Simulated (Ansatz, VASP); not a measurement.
# Ti in VASP and in Ansatz

INCAR

```
PREC = Accurate
ENCUT = 520
EDIFF = 1E-8
ISMEAR = -1
SIGMA = 0.02
LREAL = F
LASPH = T
NELM = 60
ALGO = Normal
ISIF = 2
LWAVE = F
LCHARG = F
GGA = PE
LEFG = T
NBANDS = 19
```

The input KPOINTS:

```
regular mesh
0
Gamma
  17 17 9
```

Contents of POSCAR:

```
Ti
1.0
    2.9499978604      0.0000000000      0.0000000000
   -1.4749989302      2.5547730882      0.0000000000
    0.0000000000      0.0000000000      4.6860000000
Ti
2
Direct
    0.3333333333      0.6666666667      0.2500000000
    0.6666666667      0.3333333333      0.7500000000
```

Input for Ansatz:

```yaml
crystal:
  lattice:
    - [2.9499978604, 0.0, 0.0]
    - [-1.4749989302, 2.5547730882, 0.0]
    - [0.0, 0.0, 4.686]
  atoms:
    - { symbol: Ti, position: [0.3333333333, 0.6666666667, 0.25] }
    - { symbol: Ti, position: [0.6666666667, 0.3333333333, 0.75] }
kpoints:
  mp_grid: { grid: [17, 17, 9] }
scf:
  occupations: { method: fermi_dirac, width: 0.02 }
hamiltonian:
  xc: pbe
  pseudopotentials: { kind: paw, frozen_core: stored }
output:
  forces: true
  stress: true
  populations: true
  efg: { quadrupole_moments_barn: { Ti: 0.247 } }
  write_density: true
  write_potential: true
  elf: true
  volumetric_format: npy
```

Alike in both runs: task electric field gradients; functional PBE; k mesh 17 × 17 × 9; occupations fermi-dirac, width 0.02 eV; no spin polarisation.

|  | VASP | Ansatz |
| --- | --- | --- |
| version | VASP 6.6.1 | Ansatz 0.2.0 |
| potentials or method | VASP PAW PBE potentials, release 64 (Ti_sv) | plane-wave PAW, scalar-relativistic |
| plane-wave cutoff (eV) | 520 | 420 |
| valence electrons in the cell | 24 | 24 |

VASP gave:

| Item | Value |
| --- | --- |
| pressure (GPa) | -1.9 |
| traceless stress, the component that is largest in VASP (GPa) | -0.42 |
| size of Vzz on the site where it differs most (V/Å²) | 17.3 |

Q: Estimate Ansatz's values.

A: Pressure (GPa): -1.7; traceless stress, the component that is largest in VASP (GPa): -0.42; size of Vzz on the site where it differs most (V/Å²): 18.0.
